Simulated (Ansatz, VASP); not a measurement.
# One calculation of Se, two programs

```
CELL_PARAMETERS angstrom
5.68100 3.27993 1.43204
-5.68100 3.27993 1.43204
0.00000 -6.55985 1.43204
ATOMIC_POSITIONS crystal
Se 0.28066 0.16251 0.91818
Se 0.91818 0.28066 0.16251
Se 0.16251 0.91818 0.28066
Se 0.71934 0.83749 0.08182
Se 0.08182 0.71934 0.83749
Se 0.83749 0.08182 0.71934
```

Change from the starting cell: zz strain of -3 %.

Alike in both runs: task single point; functional PBE; k mesh 6 × 6 × 6; occupations fermi-dirac, width 0.01 eV; no spin polarisation.

```csv
,VASP,Ansatz
version,VASP 6.6.1,Ansatz 0.2.0
potentials or method,"VASP PAW PBE potentials, release 64 (Se), cutoff 520 eV","all-electron LAPW, scalar-relativistic"
```

|  | VASP | Ansatz | Ansatz less VASP |
| --- | --- | --- | --- |
| gap on the k mesh at the Fermi level (eV) | 1.06 | 1.07 | +0.014 |
| pressure (GPa) | 4.0 | 3.9 | -0.16 |
| traceless stress, the component that is largest in VASP (GPa) | -0.34 | -0.28 | +0.064 |
| rms of the force components (eV/Å) | 0.418 | 0.391 | -0.0269 |

Atom by atom the forces differ by 0.027 eV/Å (rms over components). Ansatz ran all-electron here, and VASP with PAW potentials.
